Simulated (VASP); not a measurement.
Runs of VASP 6.6.1 on Li2ClF. The structure is that of space group R-3m (No. 166), or close to it. The cells are those of the table. 

| level | cell | k mesh | gap on the mesh (eV) | largest force (eV/Å) |
| --- | --- | --- | --- | --- |
| r2SCAN | a = 5.596 Å, angles 34.2°, 4 atoms | 10 × 10 × 10 | 5.65 | 0.01 |
| PBE | a = 5.790 Å, angles 34.0°, 4 atoms | 8 × 8 × 8 | 4.70 | 0.05 |
| PBE | a = 5.596 Å, angles 34.2°, 4 atoms | 10 × 10 × 10 | (c) | 0.02 |
| r2SCAN | a = 5.539 Å, angles 34.2°, 4 atoms | 8 × 8 × 8 | 5.71 | 0.03 |
| PBE | a = 5.679 Å, angles 34.0°, 4 atoms | 8 × 8 × 8 | 4.83 | - |
| PBE | a = 5.621 Å, angles 34.0°, 4 atoms | 8 × 8 × 8 | 4.89 | 0.03 |
| r2SCAN | a = 5.596 Å, angles 34.2°, 4 atoms | 8 × 8 × 8 | 5.65 | 0.01 |
| PBE | a = 5.735 Å, angles 34.0°, 4 atoms | 8 × 8 × 8 | (b) | 0.03 |
| PBE | a = 5.563 Å, angles 34.0°, 4 atoms | 8 × 8 × 8 | (a) | 0.07 |
| r2SCAN | a = 5.705 Å, angles 34.2°, 4 atoms | 8 × 8 × 8 | 5.51 | 0.07 |
| r2SCAN | a = 5.481 Å, angles 34.2°, 4 atoms | 8 × 8 × 8 | 5.78 | 0.07 |
| r2SCAN | a = 5.651 Å, angles 34.2°, 4 atoms | 8 × 8 × 8 | 5.58 | 0.02 |

Alike in all rows: task single point; potentials or basis VASP PAW PBE potentials, release 64 (F, Cl, Li_sv); no spin polarisation; cutoff (eV) 520; smearing gaussian 0.01 eV.

Task: Estimate the missing entries.

Result: (a) 4.96; (b) 4.76; (c) 4.88.

Caveats: the PAW data sets were made with another functional, which shifts forces and pressure a little (at least some runs).

A k mesh can miss the band edges.
